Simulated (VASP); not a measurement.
A run of VASP 6.6.1 is set up as follows.

Contents of INCAR:

```
SYSTEM = LiF
PREC = Accurate ; ENCUT = 520
EDIFF = 1E-8 ; ISMEAR = -1
SIGMA = 0.03 ; LREAL = .False.
LASPH = .True. ; NELM = 80
ALGO = Normal ; ISIF = 2
LWAVE = .False. ; LCHARG = .False.
GGA = PE ; LEFG = .True.
NBANDS = 12
```

The input KPOINTS:

```
Automatic mesh
0
Gamma
  10 10 10
  0 0 0
```

File POSCAR:

```
LiF
1.0
    0.0201400000      2.0240700000      2.0240700000
    2.0240700000      0.0201400000      2.0240700000
    2.0240700000      2.0240700000      0.0201400000
Li F
1 1
Direct
    0.0000000000      0.0000000000      0.0000000000
    0.5000000000      0.5000000000      0.5000000000
```

Potentials or basis: VASP PAW PBE potentials, release 64 (Li_sv, F).

Command:

```console
$ cat potpaw_PBE.64/Li_sv/POTCAR potpaw_PBE.64/F/POTCAR > POTCAR
$ mpirun -np 1 vasp_std > vasp.out
```

Q: Estimate the band gap on the k mesh.

A: 9.06 eV, direct.

Electric field gradients, principal values (V/Å²):
| atom | least | middle | greatest (by size) |
| --- | --- | --- | --- |
| 1 Li | 0.052 | 0.052 | -0.105 |
| 2 F | -1.337 | -1.337 | 2.674 |

Caveat: the cell differs from its parent crystal (equal xy, yz and zx shear strains of +1 %); without QUAD_EFG the Cq values of the log hold for a quadrupole moment of 1 mb, not for the nuclei. A k mesh can miss the band edges.
